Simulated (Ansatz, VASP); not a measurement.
## WSe2 in VASP and in Ansatz

```
W Se
1.0
     3.29974    0.00000    0.00000
    -1.64987    2.85766    0.00000
     0.00000    0.00000   13.14904
W Se
2 4
Direct
  0.33333 0.66667 0.25000
  0.66667 0.33333 0.75000
  0.33333 0.66667 0.62334
  0.66667 0.33333 0.12334
  0.33333 0.66667 0.87666
  0.66667 0.33333 0.37666
```

Alike in both runs: functional r2SCAN; dispersion rVV10; k mesh 9 × 9 × 2; occupations gaussian, width 0.02 eV; no spin polarisation.

Ansatz relaxed the structure, and its values are those at the end. VASP's run is a single point on that final structure, the one shown.

|  | VASP | Ansatz |
| --- | --- | --- |
| version | VASP 6.6.1 | Ansatz 0.2.0 |
| potentials or method | VASP PAW PBE potentials, release 64 (W_sv, Se), cutoff 520 eV | scalar-relativistic, plane waves, PAW |
| valence electrons in the cell | 52 | 92 |

Ansatz gave:

* gap on the k mesh at the Fermi level (eV): 1.24
* least direct gap on the mesh (eV): 1.61
* pressure (GPa): 0.0
* rms of the force components (eV/Å): 0.000

Problem. Estimate VASP's values.

Solution. gap on the k mesh at the Fermi level (eV): 1.23; least direct gap on the mesh (eV): 1.61; pressure (GPa): 0.7; rms of the force components (eV/Å): 0.035.

VASP's potentials were made for PBE, not for r2SCAN. VASP's potentials hold 52 valence electrons a cell and Ansatz's 92, so a difference there can come from the potentials and not from the codes.

Neither program's run includes spin-orbit coupling.
